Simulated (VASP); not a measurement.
# Si2W (I4/mmm) in VASP: a series of runs

Runs on Si2W. Level: PBE. Tasks: single point.

Program: VASP 6.6.1. These are calculated values, not measurements. Logs are shortened: lines on timing, memory, paths and dates and some standing lists are left out, and cuts for length are marked.

### 1 The cell of the first run

The structure is tetragonal, space group I4/mmm (No. 139). Conventional cell: a = 3.229 Å, b = 3.229 Å, c = 7.867 Å, α = 90.00°, β = 90.00°, γ = 90.00°. Si (site symmetry 4mm) has 9 Si at 2.60 to 3.23 Å and 5 W at 2.63 Å within 3.4 Å. Within 3.5 Å of W (site symmetry 4/mmm) lie 10 Si at 2.63 Å and 4 W at 3.23 Å.

### 2 Single point, PBE

INCAR

```
SYSTEM = Si2W
  ALGO = Normal
  EDIFF = 1E-6
  ENCUT = 520
  GGA = PE
  ISIF = 2
  ISMEAR = 0
  ISYM = 0
  LASPH = .True.
  LCHARG = .False.
  LREAL = .False.
  LWAVE = .False.
  NBANDS = 18
  NELM = 80
  PREC = Accurate
  SIGMA = 0.1
```

KPOINTS

```
k-points
0
Gamma
  11 11 9
  0 0 0
```

POSCAR

```
Si2W
1.0
    3.2289953143      0.0000000000      0.0000000000
    0.0000000000      3.2289953143      0.0000000000
    1.6144976572     -1.6144976572      3.9334138760
Si W
2 1
Direct
    0.6654255948      0.3345744052      0.6691488104
    0.3345744052      0.6654255948      0.3308511896
    0.0000000000      0.0000000000      0.0000000000
```

Potentials or basis: VASP PAW PBE potentials, release 64 (Si, W_sv).

Run with:

```
> cat potpaw_PBE.64/Si/POTCAR potpaw_PBE.64/W_sv/POTCAR > POTCAR
> mpirun -np 1 vasp_std > vasp.out
```

OUTCAR:

```text
SYSTEM = Si2W
   EDIFF = 1E-6
   ENCUT = 520
   GGA = PE
   ISIF = 2
   ISMEAR = 0
   ISYM = 0
   LASPH = .True.
   LREAL = .False.
   NELM = 80
   PREC = Accurate

 ion  position               nearest neighbor table
   1  0.665  0.335  0.669-   2 2.60   3 2.63   3 2.63   3 2.63   3 2.63   3 2.63   2 2.64   2 2.64
                             2 2.64   2 2.64
   2  0.335  0.665  0.331-   1 2.60   3 2.63   3 2.63   3 2.63   3 2.63   3 2.63   1 2.64   1 2.64
                             1 2.64   1 2.64
   3  0.000  0.000  0.000-   1 2.63   2 2.63   2 2.63   1 2.63   1 2.63   2 2.63   2 2.63   1 2.63
                             2 2.63   1 2.63

IMPORTANT INFORMATION: All symmetrisations will be switched off!
NOSYMM: (Re-)initialisation of all symmetry stuff for point group C_1.

----------------------------------------------------------------------------------------

                                     Primitive cell

  volume of cell :      41.0114

  direct lattice vectors                    reciprocal lattice vectors
     3.228995314  0.000000000  0.000000000     0.309693853  0.000000000 -0.127116041
     0.000000000  3.228995314  0.000000000     0.000000000  0.309693853  0.127116041
     1.614497657 -1.614497657  3.933413876     0.000000000  0.000000000  0.254232082

  length of vectors
     3.228995314  3.228995314  4.548071030     0.334766740  0.334766740  0.254232082

  position of ions in fractional coordinates (direct lattice)
     0.665425595  0.334574405  0.669148810
     0.334574405  0.665425595  0.330851190
     0.000000000  0.000000000  0.000000000

  ion indices of the primitive-cell ions
   primitive index   ion index
                 1           1
                 2           2
                 3           3

----------------------------------------------------------------------------------------

 KPOINTS: k-points

Automatic generation of k-mesh.
 Grid dimensions read from file:
 generate k-points for:   11   11    9

 Generating k-lattice:

  Cartesian coordinates                     Fractional coordinates (reciprocal lattice)
     0.028153987  0.000000000 -0.011556004     0.090909091  0.000000000 -0.000000000
     0.000000000  0.028153987  0.011556004     0.000000000  0.090909091  0.000000000
     0.000000000  0.000000000  0.028248009     0.000000000  0.000000000  0.111111111

  Length of vectors
     0.030433340  0.030433340  0.028248009

  Shift w.r.t. Gamma in fractional coordinates (k-lattice)
     0.000000000  0.000000000  0.000000000

 -----------------------------------------------------------------------------
|                                                                             |
|           W    W    AA    RRRRR   N    N  II  N    N   GGGG   !!!           |
|           W    W   A  A   R    R  NN   N  II  NN   N  G    G  !!!           |
|           W    W  A    A  R    R  N N  N  II  N N  N  G       !!!           |
|           W WW W  AAAAAA  RRRRR   N  N N  II  N  N N  G  GGG   !            |
|           WW  WW  A    A  R   R   N   NN  II  N   NN  G    G                |
|           W    W  A    A  R    R  N    N  II  N    N   GGGG   !!!           |
|                                                                             |
|     Your reciprocal lattice and k-lattice belong to different lattice       |
|     classes:                                                                |
|                                                                             |
|        The reciprocal lattice is body-centered tetragonal,                  |
|        whereas your k-lattice is base-centered monoclinic.                  |
|                                                                             |
|     Results are often still useful ...                                      |
|                                                                             |
 -----------------------------------------------------------------------------

 WARNING: IBZKPT: internal override: KBLOWUP is changed to .FALSE.
      ... skipping the blow-up phase ...

 Subroutine IBZKPT returns following result:
 ===========================================

 Found    545 irreducible k-points:

 Following reciprocal coordinates:
            Coordinates               Weight
  0.000000  0.000000  0.000000      1.000000
  0.090909  0.000000 -0.000000      2.000000
  0.181818  0.000000 -0.000000      2.000000
  0.272727  0.000000  0.000000      2.000000
  0.363636  0.000000  0.000000      2.000000
  0.454545  0.000000  0.000000      2.000000
[... 16 lines left out ...]
  0.454545  0.181818 -0.000000      2.000000
 -0.454545  0.181818  0.000000      2.000000
 [... further k-points ...]
   k-points           NKPTS =    545   k-points in BZ     NKDIM =    545   number of bands    NBANDS=     18
   number of dos      NEDOS =    301   number of ions     NIONS =      3
   total plane-waves  NPLWV =  20736
   dimension x,y,z NGX =    24 NGY =   24 NGZ =   36
   dimension x,y,z NGXF=    48 NGYF=   48 NGZF=   72
   ions per type =               2   1
   NGX,Y,Z   is equivalent  to a cutoff of  12.36, 12.36, 13.16 a.u.
   NGXF,Y,Z  is equivalent  to a cutoff of  24.71, 24.71, 26.32 a.u.
 SYSTEM =  Si2W
   PREC   = accura    normal or accurate (medium, high low for compatibility)
   ISTART =      0    job   : 0-new  1-cont  2-samecut
   ICHARG =      2    charge: 1-file 2-atom 10-const
   ISPIN  =      1    spin polarized calculation?
   LNONCOLLINEAR =      F non collinear calculations
   LSORBIT =      F    spin-orbit coupling
   LASPH  =      T    aspherical Exc in radial PAW
   ENCUT  =  520.0 eV  38.22 Ry    6.18 a.u.   6.00  6.00  8.46*2*pi/ulx,y,z
   NELM   =     80;   NELMIN=  2; NELMDL= -5     # of ELM steps
   EDIFF  = 0.1E-05   stopping-criterion for ELM
   LREAL  =      F    real-space projection
   EDIFFG = 0.1E-04   stopping-criterion for IOM
   NSW    =      0    number of steps for IOM
   IBRION =     -1    ionic relax: 0-MD 1-quasi-New 2-CG
   NFREE  =      0    steps in history (QN), initial steepest desc. (CG)
   ISIF   =      2    stress and relaxation
   ISYM   =      0    0-nonsym 1-usesym 2-fastsym
   POTIM  = 0.5000    time-step for ionic-motion
   TEBEG  =    0.0;   TEEND  =   0.0 temperature during run
   PSTRESS=    0.0 pullay stress
   NELECT =      22.0000    total number of electrons
   NUPDOWN=      -1.0000    fix difference up-down
   EMIN   =  10.00;   EMAX   =-10.00  energy-range for DOS
   EFERMI =   0.00;   METHOD = LEGACY
   ISMEAR =     0;   SIGMA  =   0.10  broadening in eV -4-tet -1-fermi 0-gaus
   EFERMI_NEDOS =   21; number of points for ismear=-14 and -15
   IALGO  =     38    algorithm
   IMIX   =      4    mixing-type and parameters
     AMIX     =   0.40;   BMIX     =  1.00
     AMIX_MAG =   1.60;   BMIX_MAG =  1.00
  volume/ion in A,a.u.               =      13.67        92.25
  Fermi-wavevector in a.u.,A,eV,Ry     =   1.330192  2.513698 24.074284  1.769410
  Thomas-Fermi vector in A             =   2.459297
   LORBIT       =      0    0 simple, 1 ext, 2 COOP (PROOUT), +10 PAW based schemes
   GGA     = PE    functional components
   LHFCALC =     F    Hartree Fock is set to
   AEXX    =    0.0000 exact exchange contribution
   IVDW    =     0    specifies the selected vdW correction
   LEPSILON=     F    determine dielectric tensor
   LRPA    =     F    only Hartree local field effects (RPA)
 non-spin polarized calculation
 Gauss-broadening in eV      SIGMA  =   0.10
  energy-cutoff  :      520.00
  volume of cell :       41.01
 maximum number of plane-waves:      1134
   NGX = 13   NGY = 13   NGZ = 17

 number of electron      21.9999998 magnetization

 Free energy of the ion-electron system (eV)
  ---------------------------------------------------
  ext. energy  EPLUGINS =         0.00000000
  ---------------------------------------------------
  free energy    TOTEN  =       -24.81429662 eV

  energy without entropy =      -24.81263026  energy(sigma->0) =      -24.81346344

 E-fermi :  11.7542     XC(G=0): -12.4614

 val. band max:       11.7390369506   @ k =  -0.1818   0.0000   0.4444
 cond. band min:      11.7896853573   @ k =   0.0000   0.0909   0.0000
 fundamental gap:      0.0506484067
 Fermi energy:        11.7541842832

 k-point     1 :       0.0000    0.0000    0.0000
  band No.  band energies     occupation
      1     -62.1278      2.00000
      2     -26.3730      2.00000
      3     -26.3623      2.00000
      4     -26.3621      2.00000
      5      -2.2023      2.00000
      6       4.9978      2.00000
[... 10 lines left out ...]
     17      17.3572      0.00000
     18      17.3573      0.00000

 k-point     2 :       0.0909    0.0000   -0.0000
  band No.  band energies     occupation
      1     -62.1272      2.00000
      2     -26.3787      2.00000
      3     -26.3717      2.00000
      4     -26.3607      2.00000
      5      -2.0466      2.00000
      6       5.0030      2.00000
[... 10 lines left out ...]
     17      17.3826      0.00000
     18      17.9092      0.00000

 k-point     3 :       0.1818    0.0000   -0.0000
  band No.  band energies     occupation
      1     -62.1258      2.00000
      2     -26.4228      2.00000
      3     -26.3684      2.00000
      4     -26.3567      2.00000
      5      -1.5887      2.00000
      6       4.9390      2.00000
[... 10 lines left out ...]
     17      17.8329      0.00000
     18      19.1479      0.00000

 k-point     4 :       0.2727    0.0000    0.0000
  band No.  band energies     occupation
      1     -62.1238      2.00000
      2     -26.4800      2.00000
      3     -26.3641      2.00000
      4     -26.3514      2.00000
      5      -0.8547      2.00000
      6       4.5271      2.00000
[... 375 lines left out ...]
      4     -26.3528      2.00000
      5       0.2978      2.00000
      6       4.2800      2.00000
[... 10 lines left out ...]
     17      18.1445      0.00000
     18      19.4195      0.00000

 k-point    23 :       0.4545    0.1818   -0.0000
  band No.  band energies     occupation
      1     -62.1189      2.00000
      2     -26.5542      2.00000
      3     -26.4013      2.00000
      4     -26.3510      2.00000
      5       1.3335      2.00000
      6       3.1055      2.00000
[... 10 lines left out ...]
     17      18.8309      0.00000
     18      20.0948      0.00000

 k-point    24 :      -0.4545    0.1818    0.0000
  band No.  band energies     occupation
      1     -62.1189      2.00000
      2     -26.5543      2.00000
      3     -26.4013      2.00000
      4     -26.3520      2.00000
      5       1.9315      2.00000
      6       2.4813      2.00000
[... 10 lines left out ...]
     17      19.0374      0.00000
     18      20.5681      0.00000

 [... further k-points ...]

------------------------ aborting loop because EDIFF is reached ----------------------------------------

  FORCE on cell =-STRESS in cart. coord.  units (eV):
  Direction    XX          YY          ZZ          XY          YZ          ZX
  --------------------------------------------------------------------------------------
  -------------------------------------------------------------------------------------
  Total        0.0148362      0.0148311      0.0342538      0.0000957      0.0027916     -0.0027922
  in kB        0.5796015      0.5794017      1.3381797      0.0037389      0.1090582     -0.1090813
  external PRESSURE =       0.8323943 kB  Pullay stress =       0.0000000 kB

 VOLUME and BASIS-vectors are now :
 -----------------------------------------------------------------------------
  energy-cutoff  :      520.00
  volume of cell :       41.01
      direct lattice vectors                 reciprocal lattice vectors
     3.228995314  0.000000000  0.000000000     0.309693853  0.000000000 -0.127116041
     0.000000000  3.228995314  0.000000000     0.000000000  0.309693853  0.127116041
     1.614497657 -1.614497657  3.933413876     0.000000000  0.000000000  0.254232082

 POSITION                                       TOTAL-FORCE (eV/Angst)
 -----------------------------------------------------------------------------------
      3.22900     -0.00000      2.63204         0.000467     -0.000467     -0.023940
      1.61450      1.61450      1.30137        -0.000467      0.000467      0.023940
      0.00000      0.00000      0.00000        -0.000000      0.000000      0.000000
 -----------------------------------------------------------------------------------
    total drift:                               -0.000000     -0.000000     -0.000000

  FREE ENERGIE OF THE ION-ELECTRON SYSTEM (eV)
  ---------------------------------------------------
  free  energy   TOTEN  =       -24.8142966175 eV

  energy  without entropy=      -24.8126302613  energy(sigma->0) =      -24.81346344
```

Run time: 5.6 min. Hardware: 1 thread of Intel Xeon 8259CL, shared host; peak memory 0.46 GiB.

What came out:

| Item | Value |
| --- | --- |
| Free energy | -24.8143 eV |
| Pressure | 0.1 GPa |
| Largest force | 0.024 eV/Å |
| Band gap on the k mesh | zero (bands 11 and 12 overlap by 1.17 eV) |

Forces on the atoms (eV/Å):
```
Si   0.000  0.000 -0.024
Si   0.000  0.000  0.024
W    0.000  0.000  0.000
```

Stress tensor (GPa, compression positive):
```
 0.06  0.00 -0.01
 0.00  0.06  0.01
-0.01  0.01  0.13
```

Caveat: spin-orbit coupling is left out, which moves the levels of the heavy elements.

### 3 Single point, PBE (strained)

INCAR

```
SYSTEM = Si2W
ALGO = Normal
EDIFF = 1E-6
ENCUT = 520
GGA = PE
ISIF = 2
ISMEAR = 0
LASPH = .True.
LCHARG = .False.
LREAL = .False.
LWAVE = .False.
NBANDS = 18
NELM = 80
PREC = Accurate
SIGMA = 0.1
```

KPOINTS

```
k-points
0
Gamma
  18 18 18
  0 0 0
```

POSCAR

```
Si2W
1.0
   -1.6018725800      1.6018725800      3.6934742000
    1.6018725800     -1.6018725800      3.6934742000
    1.6018725800      1.6018725800     -3.6934742000
Si W
2 1
Direct
    0.3236745314      0.3236745314      0.0000000000
    0.6763254686      0.6763254686      0.0000000000
    0.0000000000      0.0000000000      0.0000000000
```

Potentials or basis: VASP PAW PBE potentials, release 64 (Si, W_sv).

Run with:

```
> cat potpaw_PBE.64/Si/POTCAR potpaw_PBE.64/W_sv/POTCAR > POTCAR
> mpirun -np 1 vasp_std > vasp.out
```

It took 1.7 min on 1 thread of Intel Xeon 6975P-C (Granite Rapids), shared host; peak memory 0.42 GiB.

It converged, with:

- Free energy: -24.3024 eV
- Pressure: 23.7 GPa
- Largest force: 2.199 eV/Å
- Band gap on the k mesh: zero (bands 11 and 12 overlap by 1.36 eV)

Forces in eV/Å, atoms in the order of the input:
```
Si   0.000  0.000  2.199
Si   0.000  0.000 -2.199
W    0.000  0.000  0.000
```

Stress tensor (GPa, compression positive):
```
10.66  0.00  0.00
 0.00 10.66  0.00
 0.00  0.00 49.74
```

Levels at points of the mesh, in eV from the Fermi level:
| k point | band 9 | band 10 | band 11 | band 12 | band 13 | band 14 |
| --- | --- | --- | --- | --- | --- | --- |
| (0.00, 0.00, 0.00) | -3.21 | -2.86 | 0.64 | 2.34 | 2.69 | 3.52 |
| (0.50, 0.00, 0.00) | -3.03 | -2.90 | -0.70 | 2.20 | 2.83 | 4.81 |
| (0.50, 0.50, 0.00) | -5.53 | -3.01 | -1.32 | 3.12 | 3.31 | 3.32 |
| (0.50, 0.50, 0.50) | -1.41 | -1.41 | -0.43 | -0.43 | 0.96 | 5.63 |

Caveat: the cell differs from its parent crystal (strained); the cell stands under pressure; spin-orbit coupling is left out, which moves the levels of the heavy elements; forces of over 1 eV/Å act on the atoms, so gaps and moduli don't describe the material at rest.
